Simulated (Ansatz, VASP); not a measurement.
**MgO: VASP beside Ansatz**

```
CELL_PARAMETERS angstrom
2.64941 0.00000 0.00000
0.00000 2.64941 0.00000
0.00000 0.00000 2.64941
ATOMIC_POSITIONS crystal
Mg 0.00000 0.00000 0.00000
O 0.50000 0.50000 0.50000
```

Alike in both runs: task single point; functional r2SCAN; k mesh 10 × 10 × 10; occupations gaussian, width 0.02 eV; no spin polarisation.

|  | VASP | Ansatz |
| --- | --- | --- |
| version | VASP 6.6.1 | Ansatz 0.2.0 |
| potentials or method | VASP PAW PBE potentials, release 64 (Mg, O), cutoff 520 eV | scalar-relativistic, plane waves, PAW |
| valence electrons in the cell | 8 | 16 |

Ansatz gave:

- gap on the k mesh at the Fermi level (eV): 3.21
- least direct gap on the mesh (eV): 4.23
- pressure (GPa): -4.4

Question: What did VASP give for the same quantities?

Answer: gap on the k mesh at the Fermi level (eV): 3.17; least direct gap on the mesh (eV): 4.19; pressure (GPa): -5.5.

VASP's potentials were made for PBE, not for r2SCAN. VASP's potentials hold 8 valence electrons a cell and Ansatz's 16, so a difference there can come from the potentials and not from the codes.
